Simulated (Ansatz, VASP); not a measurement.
**One calculation of GeH4, two programs**

The input INCAR:

```
SYSTEM = GeH4
ALGO = Normal
EDIFF = 1E-6
ENCUT = 410
GGA = PE
GGA_COMPAT = .False.
ISIF = 2
ISMEAR = 0
IVDW = 12
LASPH = .True.
LCHARG = .False.
LREAL = .False.
LWAVE = .False.
NBANDS = 17
NELM = 120
NELMDL = -8
PREC = Accurate
SIGMA = 0.005
```

Contents of KPOINTS:

```
k-points
0
Gamma
  1 1 1
  0 0 0
```

The input POSCAR:

```
GeH4
1.0
   12.8008860920      0.0000000000      0.0000000000
    0.0000000000     13.3008860920      0.0000000000
    0.0000000000      0.0000000000     13.8008860920
Ge H
1 4
Direct
    0.5028834600      0.5048254300      0.5007971300
    0.4043882200      0.4687416400      0.4477781800
    0.4778818700      0.5208524400      0.6084536300
    0.5892351000      0.4254650000      0.4907398800
    0.5399697300      0.6042839600      0.4561361000
```

Input for Ansatz:

```yaml
crystal:
  lattice:
    - [12.800886092, 0.0, 0.0]
    - [0.0, 13.300886092, 0.0]
    - [0.0, 0.0, 13.800886092]
  atoms:
    - { symbol: Ge, position: [0.50288346, 0.50482543, 0.50079713] }
    - { symbol: H, position: [0.40438822, 0.46874164, 0.44777818] }
    - { symbol: H, position: [0.47788187, 0.52085244, 0.60845363] }
    - { symbol: H, position: [0.5892351, 0.425465, 0.49073988] }
    - { symbol: H, position: [0.53996973, 0.60428396, 0.4561361] }
hamiltonian:
  xc: pbe
  dispersion: d3bj
kpoints:
  mp_grid: { grid: [1, 1, 1] }
scf:
  occupations: { method: gaussian, width: 0.005 }
  max_iter: 140
  lower_state_search: "off"
output:
  forces: true
basis:
  ecutwfc: 550
```

Alike in both runs: task single point; functional PBE; dispersion D3(BJ); k mesh 1 × 1 × 1; occupations gaussian, width 0.005 eV; no spin polarisation.

|  | VASP | Ansatz |
| --- | --- | --- |
| version | VASP 6.6.1 | Ansatz 0.2.0 |
| potentials or method | VASP PAW PBE potentials, release 64 (Ge_d, H), cutoff 410 eV | scalar-relativistic, plane waves, PAW |
| valence electrons in the cell | 18 | 18 |

```csv
,VASP,Ansatz,Ansatz less VASP
rms of the force components (eV/Å),0.013,0.001,-0.0117
```

Atom by atom the forces differ by 0.013 eV/Å (rms over components).
